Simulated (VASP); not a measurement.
# Mg8HO8 (a cell with a defect) in VASP: notebook

Mg8HO8 (a cell with a defect) is run at these levels: PBE; tasks: single point.

Program: VASP 6.6.1. These are calculated values, not measurements. Logs are shortened: lines on timing, memory, paths and dates and some standing lists are left out, and cuts for length are marked.

### Step 1. The cell of the first run

The cell holds a defect, 17 atoms: a = 5.511 Å, b = 5.511 Å, c = 5.511 Å, α = 60.00°, β = 60.00°, γ = 60.00°.

### Step 2. Single point, PBE

The input, INCAR:

```
SYSTEM = Mg8HO8
PREC     = Accurate       ! precision mode
ENCUT    = 520            ! plane-wave cutoff, eV
EDIFF    = 1E-7           ! SCF threshold, eV
ISMEAR   = 0              ! smearing method
SIGMA    = 0.02           ! smearing width, eV
LREAL    = Auto         
LASPH    = .True.         ! aspherical terms in the spheres
NELM     = 80             ! most SCF steps
ALGO     = Normal         ! electronic algorithm
ISIF     = 2              ! what is computed and relaxed
LWAVE    = .False.        ! write WAVECAR
LCHARG   = .False.        ! write CHGCAR
GGA      = PE             ! functional
NELECT   = 64.0         
NBANDS   = 46             ! bands
```

The input, KPOINTS:

```
Automatic mesh
0
Gamma
  3 3 3
  0 0 0
```

The input, POSCAR:

```
Mg8HO8
1.0
    0.0000000000      3.8970000000      3.8970000000
    3.8970000000      0.0000000000      3.8970000000
    3.8970000000      3.8970000000      0.0000000000
Mg O H
8 8 1
Direct
   -0.0075878881      0.0088809341      0.0028357711
   -0.0100835258      0.0043157557      0.5080932769
    0.0286316397      0.4938058763      0.0109262253
   -0.0055903259      0.4952505774      0.5124684373
    0.4882607134      0.0030662048      0.0169707467
    0.4942349243      0.0043016423      0.5080706954
    0.4631313831      0.4938496279      0.0109674108
    0.4920509366      0.5090260457      0.5034304593
    0.2421149602      0.2411809084      0.2711262510
    0.2488188350      0.2523366692      0.7576769310
    0.2369130100      0.7530328458      0.2582617398
    0.2426091866      0.7605532461      0.7507639210
    0.7410899410      0.2740624840      0.2403034385
    0.7376956633      0.2523566846      0.7576984860
    0.7483577111      0.7530179625      0.2582424942
    0.7399214781      0.7328981268      0.7837995894
    0.7126243264      0.5748434693     -0.0035296382
```

Potentials or basis: VASP PAW PBE potentials, release 64 (Mg, O, H).

Run with:

```sh
> cat potpaw_PBE.64/Mg/POTCAR potpaw_PBE.64/O/POTCAR potpaw_PBE.64/H/POTCAR > POTCAR
> mpirun -np 1 vasp_std > vasp.out
```

OUTCAR:

```text
SYSTEM = Mg8HO8
   PREC = Accurate
   ENCUT = 520
   EDIFF = 1E-7
   ISMEAR = 0
   LREAL = Auto
   LASPH = .True.
   NELM = 80
   ISIF = 2
   GGA = PE
   NELECT = 64.0

 ion  position               nearest neighbor table
   1  0.992  0.009  0.003-  14 1.95  10 1.95  15 1.95  11 1.95  12 1.95  13 1.96   4 2.69   7 2.72
                             3 2.72   2 2.75   6 2.75   5 2.76   5 2.76   6 2.77   2 2.77   3 2.80
   2  0.990  0.004  0.508-   9 1.91  12 1.93  14 1.94  11 1.95  13 2.01  16 2.03   3 2.73   5 2.73
                             4 2.73   6 2.73   1 2.75   8 2.75   8 2.76   1 2.77   6 2.78   4 2.78
   3  0.029  0.494  0.011-  17 1.60   9 1.85  12 1.88  10 1.93  15 1.98  13 1.99  16 2.02   7 2.39
                             5 2.62   4 2.68   8 2.68   1 2.72   2 2.73   2 2.80   1 2.80   8 2.84
   4  0.994  0.495  0.512-   9 1.93  14 1.95  10 1.95  15 1.95  11 1.95  16 1.99   7 2.68   3 2.68
                             1 2.69   2 2.73   6 2.73   8 2.76   8 2.76   6 2.78   2 2.78   1 2.82
   5  0.488  0.003  0.017-   9 1.92  14 1.94  10 1.94  15 1.95  11 1.95  16 1.96  17 2.08   3 2.62
                             7 2.62   8 2.70   6 2.73   2 2.73   1 2.76   1 2.76   2 2.78   6 2.78
   6  0.494  0.004  0.508-   9 1.91  12 1.93  10 1.94  15 1.95  13 2.01  16 2.03   7 2.73   5 2.73
                             4 2.73   2 2.73   1 2.75   8 2.75   8 2.76   1 2.77   2 2.78   4 2.78
   7  0.463  0.494  0.011-  17 1.60   9 1.85  12 1.88  14 1.93  11 1.98  13 1.99  16 2.02   3 2.39
                             5 2.62   4 2.68   8 2.68   1 2.72   6 2.73   6 2.80   1 2.80   8 2.84
   8  0.492  0.509  0.503-  13 1.94  12 1.94  14 1.95  10 1.95  15 1.95  11 1.95   3 2.68   7 2.68
                             5 2.70   6 2.75   2 2.75   4 2.76   4 2.76   2 2.76   6 2.76   5 2.81
   9  0.242  0.241  0.271-   3 1.85   7 1.85   2 1.91   6 1.91   5 1.92   4 1.93
  10  0.249  0.252  0.758-   3 1.93   6 1.94   5 1.94   4 1.95   1 1.95   8 1.95
  11  0.237  0.753  0.258-   1 1.95   8 1.95   4 1.95   2 1.95   5 1.95   7 1.98
  12  0.243  0.761  0.751-   7 1.88   3 1.88   2 1.93   6 1.93   8 1.94   1 1.95
  13  0.741  0.274  0.240-   8 1.94   1 1.96   3 1.99   7 1.99   6 2.01   2 2.01
  14  0.738  0.252  0.758-   7 1.93   2 1.94   5 1.94   4 1.95   1 1.95   8 1.95
  15  0.748  0.753  0.258-   1 1.95   8 1.95   4 1.95   6 1.95   5 1.95   3 1.98
  16  0.740  0.733  0.784-  17 1.04   5 1.96   4 1.99   3 2.02   7 2.02   2 2.03   6 2.03
  17  0.713  0.575  0.996-  16 1.04   3 1.60   7 1.60   5 2.08

  LATTYP: Found a face centered cubic cell.
 ALAT       =     7.7940000000

  Lattice vectors:

 A1 = (   0.0000000000,   3.8970000000,   3.8970000000)
 A2 = (   3.8970000000,   0.0000000000,   3.8970000000)
 A3 = (   3.8970000000,   3.8970000000,   0.0000000000)

Analysis of symmetry for initial positions (statically):
=====================================================================
 Subroutine PRICEL returns:
 Original cell was already a primitive cell.

 Routine SETGRP: Setting up the symmetry group for a
 face centered cubic supercell.

 Subroutine GETGRP returns: Found  1 space group operations
 (whereof  1 operations were pure point group operations)
 out of a pool of 48 trial point group operations.

The static configuration has the point symmetry C_1 .

Analysis of symmetry for dynamics (positions and initial velocities):
=====================================================================
 Subroutine PRICEL returns:
 Original cell was already a primitive cell.

 Routine SETGRP: Setting up the symmetry group for a
 face centered cubic supercell.

 Subroutine GETGRP returns: Found  1 space group operations
 (whereof  1 operations were pure point group operations)
 out of a pool of 48 trial point group operations.

The dynamic configuration has the point symmetry C_1 .

 Subroutine INISYM returns: Found  1 space group operations
 (whereof  1 operations are pure point group operations),
 and found     1 'primitive' translations

----------------------------------------------------------------------------------------

                                     Primitive cell

  volume of cell :     118.3644

  direct lattice vectors                    reciprocal lattice vectors
     0.000000000  3.897000000  3.897000000    -0.128303823  0.128303823  0.128303823
     3.897000000  0.000000000  3.897000000     0.128303823 -0.128303823  0.128303823
     3.897000000  3.897000000  0.000000000     0.128303823  0.128303823 -0.128303823

  length of vectors
     5.511190253  5.511190253  5.511190253     0.222228741  0.222228741  0.222228741

  position of ions in fractional coordinates (direct lattice)
     0.992412112  0.008880934  0.002835771
     0.989916474  0.004315756  0.508093277
     0.028631640  0.493805876  0.010926225
     0.994409674  0.495250577  0.512468437
     0.488260713  0.003066205  0.016970747
     0.494234924  0.004301642  0.508070695
[... 9 lines left out ...]
     0.739921478  0.732898127  0.783799589
     0.712624326  0.574843469  0.996470362

  ion indices of the primitive-cell ions
   primitive index   ion index
                 1           1
                 2           2
                 3           3
                 4           4
                 5           5
                 6           6
[... 9 lines left out ...]
                16          16
                17          17

----------------------------------------------------------------------------------------

 KPOINTS: Automatic mesh

Automatic generation of k-mesh.
 Grid dimensions read from file:
 generate k-points for:    3    3    3

 Generating k-lattice:

  Cartesian coordinates                     Fractional coordinates (reciprocal lattice)
    -0.042767941  0.042767941  0.042767941     0.333333333  0.000000000  0.000000000
     0.042767941 -0.042767941  0.042767941     0.000000000  0.333333333  0.000000000
     0.042767941  0.042767941 -0.042767941     0.000000000  0.000000000  0.333333333

  Length of vectors
     0.074076247  0.074076247  0.074076247

  Shift w.r.t. Gamma in fractional coordinates (k-lattice)
     0.000000000  0.000000000  0.000000000

 Subroutine IBZKPT returns following result:
 ===========================================

 Found     14 irreducible k-points:

 Following reciprocal coordinates:
            Coordinates               Weight
  0.000000  0.000000  0.000000      1.000000
  0.333333  0.000000  0.000000      2.000000
  0.000000  0.333333  0.000000      2.000000
  0.000000  0.000000  0.333333      2.000000
  0.333333  0.333333  0.333333      2.000000
  0.333333  0.333333  0.000000      2.000000
  0.000000  0.333333  0.333333      2.000000
  0.333333  0.000000  0.333333      2.000000
 -0.333333  0.333333  0.000000      2.000000
  0.000000 -0.333333  0.333333      2.000000
  0.333333  0.000000 -0.333333      2.000000
  0.333333  0.333333 -0.333333      2.000000
 -0.333333  0.333333 -0.333333      2.000000
  0.333333 -0.333333 -0.333333      2.000000
   k-points           NKPTS =     14   k-points in BZ     NKDIM =     14   number of bands    NBANDS=     46
   number of dos      NEDOS =    301   number of ions     NIONS =     17
   total plane-waves  NPLWV =  74088
   dimension x,y,z NGX =    42 NGY =   42 NGZ =   42
   dimension x,y,z NGXF=    84 NGYF=   84 NGZF=   84
   ions per type =               8   8   1
   NGX,Y,Z   is equivalent  to a cutoff of  12.67, 12.67, 12.67 a.u.
   NGXF,Y,Z  is equivalent  to a cutoff of  25.34, 25.34, 25.34 a.u.
 SYSTEM =  Mg8HO8
   PREC   = accura    normal or accurate (medium, high low for compatibility)
   ISTART =      0    job   : 0-new  1-cont  2-samecut
   ICHARG =      2    charge: 1-file 2-atom 10-const
   ISPIN  =      1    spin polarized calculation?
   LNONCOLLINEAR =      F non collinear calculations
   LSORBIT =      F    spin-orbit coupling
   LASPH  =      T    aspherical Exc in radial PAW
   ENCUT  =  520.0 eV  38.22 Ry    6.18 a.u.  10.25 10.25 10.25*2*pi/ulx,y,z
   NELM   =     80;   NELMIN=  2; NELMDL= -5     # of ELM steps
   EDIFF  = 0.1E-06   stopping-criterion for ELM
   LREAL  =      T    real-space projection
   EDIFFG = 0.1E-05   stopping-criterion for IOM
   NSW    =      0    number of steps for IOM
   IBRION =     -1    ionic relax: 0-MD 1-quasi-New 2-CG
   NFREE  =      0    steps in history (QN), initial steepest desc. (CG)
   ISIF   =      2    stress and relaxation
   ISYM   =      2    0-nonsym 1-usesym 2-fastsym
   POTIM  = 0.5000    time-step for ionic-motion
   TEBEG  =    0.0;   TEEND  =   0.0 temperature during run
   PSTRESS=    0.0 pullay stress
   NELECT =      64.0000    total number of electrons
   NUPDOWN=      -1.0000    fix difference up-down
   EMIN   =  10.00;   EMAX   =-10.00  energy-range for DOS
   EFERMI =   0.00;   METHOD = LEGACY
   ISMEAR =     0;   SIGMA  =   0.02  broadening in eV -4-tet -1-fermi 0-gaus
   EFERMI_NEDOS =   21; number of points for ismear=-14 and -15
   IALGO  =     38    algorithm
   IMIX   =      4    mixing-type and parameters
     AMIX     =   0.40;   BMIX     =  1.00
     AMIX_MAG =   1.60;   BMIX_MAG =  1.00
  volume/ion in A,a.u.               =       6.96        46.99
  Fermi-wavevector in a.u.,A,eV,Ry     =   1.333709  2.520345 24.201767  1.778780
  Thomas-Fermi vector in A             =   2.462546
   LORBIT       =      0    0 simple, 1 ext, 2 COOP (PROOUT), +10 PAW based schemes
   GGA     = PE    functional components
   LHFCALC =     F    Hartree Fock is set to
   AEXX    =    0.0000 exact exchange contribution
   IVDW    =     0    specifies the selected vdW correction
   LEPSILON=     F    determine dielectric tensor
   LRPA    =     F    only Hartree local field effects (RPA)
 non-spin polarized calculation
 Gauss-broadening in eV      SIGMA  =   0.02
  energy-cutoff  :      520.00
  volume of cell :      118.36
 maximum number of plane-waves:      3198
 NGX is ok and might be reduce to    42
   NGX = 21   NGY = 21   NGZ = 21

 number of electron      64.0000001 magnetization

 Free energy of the ion-electron system (eV)
  ---------------------------------------------------
  ext. energy  EPLUGINS =         0.00000000
  ---------------------------------------------------
  free energy    TOTEN  =       -97.17465070 eV

  energy without entropy =      -97.17465070  energy(sigma->0) =      -97.17465070

 E-fermi :   5.4629     XC(G=0): -12.2232

 val. band max:        5.3095803478   @ k =   0.0000   0.0000   0.0000
 cond. band min:      11.4886795829   @ k =   0.0000   0.0000   0.0000
 fundamental gap:      6.1790992350
 Fermi energy:         5.4629172481

 k-point     1 :       0.0000    0.0000    0.0000
  band No.  band energies     occupation
      1     -15.0714      2.00000
      2     -12.6851      2.00000
      3     -11.6414      2.00000
      4     -11.2545      2.00000
      5     -11.0604      2.00000
      6     -11.0424      2.00000
[... 36 lines left out ...]
     43      18.2833      0.00000
     44      19.1054      0.00000

 k-point     2 :       0.3333    0.0000    0.0000
  band No.  band energies     occupation
      1     -14.9925      2.00000
      2     -12.4967      2.00000
      3     -11.8492      2.00000
      4     -11.2899      2.00000
      5     -11.2371      2.00000
      6     -11.0283      2.00000
[... 556 lines left out ...]
 k-point    14 :       0.3333   -0.3333   -0.3333
  band No.  band energies     occupation
      1     -14.9449      2.00000
      2     -12.1648      2.00000
      3     -11.9604      2.00000
      4     -11.7319      2.00000
      5     -11.2231      2.00000
      6     -11.1370      2.00000
[... 36 lines left out ...]
     43      17.9324      0.00000
     44      18.2001      0.00000
 [bands above 44 left out]

------------------------ aborting loop because EDIFF is reached ----------------------------------------

  FORCE on cell =-STRESS in cart. coord.  units (eV):
  Direction    XX          YY          ZZ          XY          YZ          ZX
  --------------------------------------------------------------------------------------
  -------------------------------------------------------------------------------------
  Total       42.1775632     46.1721679     46.1681954     -0.5183854      6.3711572      0.5276538
  in kB      570.9142124    624.9850591    624.9312875     -7.0168492     86.2397902      7.1423064
  external PRESSURE =     606.9435197 kB  Pullay stress =       0.0000000 kB

 VOLUME and BASIS-vectors are now :
 -----------------------------------------------------------------------------
  energy-cutoff  :      520.00
  volume of cell :      118.36
      direct lattice vectors                 reciprocal lattice vectors
     0.000000000  3.897000000  3.897000000    -0.128303823  0.128303823  0.128303823
     3.897000000  0.000000000  3.897000000     0.128303823 -0.128303823  0.128303823
     3.897000000  3.897000000  0.000000000     0.128303823  0.128303823 -0.128303823

 POSITION                                       TOTAL-FORCE (eV/Angst)
 -----------------------------------------------------------------------------------
      0.04566      3.87848      3.90204         0.000028      0.019435     -0.017170
      1.99686      5.83774      3.87452         0.000837      0.024416      0.008463
      1.96694      0.15416      2.03594        -0.001177      0.107869     -0.061110
      3.92708      5.87230      5.80521        -0.043031      0.015836     -0.017517
      0.07808      1.96889      1.91470         0.073244      0.001692     -0.002856
      1.99672      3.90598      1.94280         0.000375     -0.007299     -0.023566
[... 9 lines left out ...]
      5.91057      5.93794      5.73958        -0.016118     -0.043694      0.041010
      6.12341      6.66034      5.01726         0.038256     -0.379056      0.377788
 -----------------------------------------------------------------------------------
    total drift:                                0.004635      0.002246     -0.003195

  FREE ENERGIE OF THE ION-ELECTRON SYSTEM (eV)
  ---------------------------------------------------
  free  energy   TOTEN  =       -97.1746507002 eV

  energy  without entropy=      -97.1746507002  energy(sigma->0) =      -97.17465070
```

Run time: 1.9 min. Hardware: 1 thread of Intel Xeon 6975P-C (Granite Rapids), shared host; peak memory 0.28 GiB.

Results:

```yaml
Free_energy: -97.1747 eV
Largest_force: 0.537 eV/Å
```

Forces on the atoms (eV/Å):
```
Mg   0.000  0.019 -0.017
Mg   0.001  0.024  0.008
Mg  -0.001  0.108 -0.061
Mg  -0.043  0.016 -0.018
Mg   0.073  0.002 -0.003
Mg   0.000 -0.007 -0.024
Mg  -0.004  0.063 -0.108
Mg  -0.032  0.013 -0.012
O    0.013  0.059 -0.058
O    0.000  0.015 -0.018
O   -0.002  0.016 -0.012
O   -0.006  0.033 -0.033
O   -0.019  0.033 -0.033
O    0.000  0.017 -0.015
O   -0.001  0.012 -0.016
O   -0.016 -0.044  0.041
H    0.038 -0.379  0.378
```

Levels at points of the mesh, in eV from the Fermi level:
```
           k point  band 30  band 31  band 32  band 33  band 34  band 35
(0.00, 0.00, 0.00)    -0.20    -0.19    -0.15     6.03     7.93     8.96
```

Caveat: the k points lie up to 0.47 Å⁻¹ apart; the cell carries a net charge on a neutralising background, which shifts energy and pressure; the cell is charged against a uniform background, so pressure and absolute levels hang on convention.

### Step 3. Single point, PBE

The input, INCAR:

```
SYSTEM = Mg8HO8
  ALGO = Normal
  EDIFF = 1E-6
  ENCUT = 520
  GGA = PE
  ISIF = 2
  ISMEAR = 0
  LASPH = .TRUE.
  LCHARG = .TRUE.
  LELF = .TRUE.
  LREAL = Auto
  LVHAR = .TRUE.
  LWAVE = .FALSE.
  NBANDS = 46
  NELECT = 64.0
  NELM = 60
  PREC = Accurate
  SIGMA = 0.02
```

The input, KPOINTS:

```
k-points
0
G
  3 3 3
  0 0 0
```

The input, POSCAR:

```
Mg8HO8
1.0
    0.0000000000      3.8970000000      3.8970000000
    3.8970000000      0.0000000000      3.8970000000
    3.8970000000      3.8970000000      0.0000000000
Mg O H
8 8 1
Direct
   -0.0071580703      0.0078442392     -0.0008301257
   -0.0112950988      0.0038095971      0.5079853734
    0.0262817552      0.5069430331     -0.0037033616
   -0.0090937901      0.4988153708      0.5120737747
    0.4906553759     -0.0007244034      0.0121177829
    0.4921680780      0.0038103669      0.5079923018
    0.4631540929      0.5069444444     -0.0037196561
    0.4859010778      0.5124399538      0.5084602258
    0.2411576854      0.2471492173      0.2632125994
    0.2467525019      0.2533375674      0.7560930203
    0.2361792404      0.7535120606      0.2565502951
    0.2402794457      0.7669078779      0.7451973313
    0.7380821144      0.2776548627      0.2388573261
    0.7365146266      0.2533378240      0.7560894278
    0.7464488068      0.7535150115      0.2565565820
    0.7396049525      0.7374055684      0.7760594047
    0.7054276366      0.4914625353      0.0903450090
```

Potentials or basis: VASP PAW PBE potentials, release 64 (Mg, O, H).

Run with:

```sh
> cat potpaw_PBE.64/Mg/POTCAR potpaw_PBE.64/O/POTCAR potpaw_PBE.64/H/POTCAR > POTCAR
> mpirun -np 1 vasp_std > vasp.out
```

Run time: 90 s. Hardware: 1 thread of Intel Xeon 6975P-C (Granite Rapids), shared host; peak memory 0.28 GiB.

The run converged. Its results:

* Free energy: -97.1983 eV
* Largest force: 0.520 eV/Å

Forces in eV/Å, atoms in the order of the input:
```
Mg  -0.046 -0.016  0.016
Mg   0.000  0.012  0.024
Mg  -0.012 -0.063  0.104
Mg   0.000 -0.018  0.016
Mg  -0.029 -0.016  0.015
Mg  -0.001 -0.022 -0.008
Mg  -0.011 -0.105  0.066
Mg   0.065 -0.003  0.001
O   -0.008 -0.034  0.033
O   -0.001 -0.017  0.011
O   -0.008 -0.011  0.016
O    0.006 -0.054  0.056
O   -0.021  0.053 -0.056
O   -0.003 -0.012  0.017
O   -0.005 -0.016  0.011
O   -0.017 -0.040  0.040
H    0.092  0.362 -0.362
```

Levels at points of the mesh, in eV from the Fermi level:
| k point | band 29 | band 30 | band 31 | band 32 | band 33 | band 34 | band 35 | band 36 |
| --- | --- | --- | --- | --- | --- | --- | --- | --- |
| (0.00, 0.00, 0.00) | -0.74 | -0.16 | -0.14 | -0.11 | 6.01 | 7.93 | 9.04 | 9.20 |

Caveat: the k points lie up to 0.47 Å⁻¹ apart; the cell carries a net charge on a neutralising background, which shifts energy and pressure; the cell is charged against a uniform background, so pressure and absolute levels hang on convention.
